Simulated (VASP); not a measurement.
Write the native input for VASP 6.6.1 that does the following.

| Property | Result |
| --- | --- |
| Task | relaxation of cell and atoms |
| Functional | r2SCAN |
| Potentials or basis | VASP PAW PBE potentials, release 64 (Ge_d) |
| Cutoff | 600 eV |
| k mesh | 6 × 6 × 6 |
| Occupations | gaussian, width 0.02 eV |
| Spin | no spin polarisation |
| Dipole correction | no |
| Further INCAR settings | ALGO = Normal; EDIFF = 1e-06; IBRION = 2; EDIFFG = -0.02; NSW = 60; ISIF = 3 |

The system is Ge.

```
Ge
1.0
     0.00000    2.82891    2.82891
     2.82891    0.00000    2.82891
     2.82891    2.82891    0.00000
Ge
2
Direct
  0.00000 0.00000 0.00000
  0.25000 0.25000 0.25000
```

These files were run (other wordings do the same):

POSCAR

```
Ge
1.0
    0.0000000000      2.8289100000      2.8289100000
    2.8289100000      0.0000000000      2.8289100000
    2.8289100000      2.8289100000      0.0000000000
Ge
2
Direct
    0.0000000000      0.0000000000      0.0000000000
    0.2500000000      0.2500000000      0.2500000000
```

INCAR.step1

```
SYSTEM = Ge
  PREC = Accurate
  ENCUT = 600
  ISMEAR = 0
  SIGMA = 0.02
  LREAL = .FALSE.
  LASPH = .TRUE.
  NELM = 80
  GGA = PE
  ALGO = Normal
  EDIFF = 1E-4
  LWAVE = .TRUE.
  LCHARG = .FALSE.
```

INCAR.step2

```
SYSTEM = Ge
  PREC = Accurate
  ENCUT = 600
  EDIFF = 1E-6
  ISMEAR = 0
  SIGMA = 0.02
  LREAL = .FALSE.
  LASPH = .TRUE.
  NELM = 80
  ALGO = Normal
  ISIF = 3
  LWAVE = .FALSE.
  LCHARG = .FALSE.
  METAGGA = R2SCAN
  LMIXTAU = .TRUE.
  IBRION = 2
  NSW = 60
  EDIFFG = -0.02
  ISTART = 1
```

KPOINTS

```
Automatic mesh
0
G
  6 6 6
  0 0 0
```

Potentials or basis: VASP PAW PBE potentials, release 64 (Ge_d).

The run is started by

```bash
$ cat potpaw_PBE.64/Ge_d/POTCAR > POTCAR
$ cp INCAR.step1 INCAR
$ mpirun -np 1 vasp_std > vasp.out
$ cp INCAR.step2 INCAR
$ mpirun -np 1 vasp_std > vasp.out
```

It gave:

```
Relaxed volume                        : 22.83 Å³/atom
Relaxed cell                          : a = 4.012 Å, b = 4.012 Å, c = 4.012 Å, α = 60.00°, β = 60.00°, γ = 60.00°
Space group after relaxing (to 0.1 Å) : Fd-3m (No. 227)
Energy gained by relaxing             : 0.4 meV/atom
Ionic steps                           : 3
Pressure after relaxing               : 0.0 GPa
Band gap on the k mesh                : 0.33 eV
```

Caveat: the PAW data sets were made with another functional, which shifts forces and pressure a little.

It took 98 s on 1 thread of Intel(R) Xeon(R) Platinum 8488C (Sapphire Rapids), on a shared host, peak memory 0.19 GiB.
